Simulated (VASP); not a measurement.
Wanted: the native input for a VASP 6.6.1 run.

```yaml
Task: single point
Functional: LDA
Potentials_or_basis: VASP PAW LDA potentials, release 64 (Ga_d, N)
Cutoff: 520 eV
k_mesh: 10 × 10 × 5
Occupations: fermi-dirac, width 0.05 eV
Spin: no spin polarisation
Dipole_correction: no
Further_INCAR_settings: ALGO = Normal; EDIFF = 1e-06; NBANDS = 26
```

The structure of GaN lies in POSCAR:

```
GaN
1.0
    3.2218469041      0.0000000000      0.0000000000
   -1.6109234521      2.7902012661      0.0000000000
    0.0000000000      0.0000000000      5.2339814801
Ga N
2 2
Direct
    0.6666666667      0.3333333333      0.5000000000
    0.3333333333      0.6666666667      0.0000000000
    0.6666666667      0.3333333333      0.8750000000
    0.3333333333      0.6666666667      0.3750000000
```

This cell differs from its parent crystal: volume scaled by 1.04.

The input as run:

INCAR

```
SYSTEM = GaN
ALGO     = Normal         ! electronic algorithm
EDIFF    = 1E-6           ! SCF threshold, eV
ENCUT    = 520            ! plane-wave cutoff, eV
GGA      = CA             ! functional
ISIF     = 2              ! what is computed and relaxed
ISMEAR   = -1             ! smearing method
LASPH    = .TRUE.         ! aspherical terms in the spheres
LCHARG   = .FALSE.        ! write CHGCAR
LREAL    = .FALSE.        ! projectors in reciprocal space
LWAVE    = .FALSE.        ! write WAVECAR
NBANDS   = 26             ! bands
NELM     = 100            ! most SCF steps
PREC     = Accurate       ! precision mode
SIGMA    = 0.05           ! smearing width, eV
```

KPOINTS

```
k-points
0
G
  10 10 5
  0 0 0
```

Potentials or basis: VASP PAW LDA potentials, release 64 (Ga_d, N).

Command:

```bash
$ cat potpaw_LDA.64/Ga_d/POTCAR potpaw_LDA.64/N/POTCAR > POTCAR
$ mpirun -np 1 vasp_std > vasp.out
```

It gave:

```
Pressure               : -10.1 GPa
Largest force          : 0.118 eV/Å
Band gap on the k mesh : 1.72 eV, direct
```

Run time: 2 min on 1 thread of AMD EPYC 7R13 (shared host), peak memory 0.14 GiB.
